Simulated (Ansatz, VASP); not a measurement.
SbS3: VASP beside Ansatz

```
Sb S
1.0
     4.23179    0.00000    0.00000
     0.00000    4.23179    0.00000
     0.00000    0.00000    4.23179
Sb S
1 3
Direct
  0.00000 0.00000 0.00000
  0.00000 0.50000 0.50000
  0.50000 0.00000 0.50000
  0.50000 0.50000 0.00000
```

Alike in both runs: functional PBE; k mesh 12 × 12 × 12; occupations gaussian, width 0.1 eV; no spin polarisation.

Ansatz relaxed the structure, and its values are those at the end. VASP's run is a single point on that final structure, the one shown.

|  | VASP | Ansatz |
| --- | --- | --- |
| version | VASP 6.6.1 | Ansatz 0.2.0 |
| potentials or method | VASP PAW PBE potentials, release 64 (Sb, S), cutoff 520 eV | scalar-relativistic, plane waves, PAW |
| valence electrons in the cell | 23 | 33 |

```csv
,VASP,Ansatz,Ansatz less VASP
gap on the k mesh at the Fermi level (eV),none,none,-
pressure (GPa),-0.3,0.0,+0.31
```

A gap of «none» marks a metal or a gap that the smearing closes. VASP's potentials hold 23 valence electrons a cell and Ansatz's 33, so a difference there can come from the potentials and not from the codes.

Spin-orbit coupling is off throughout.
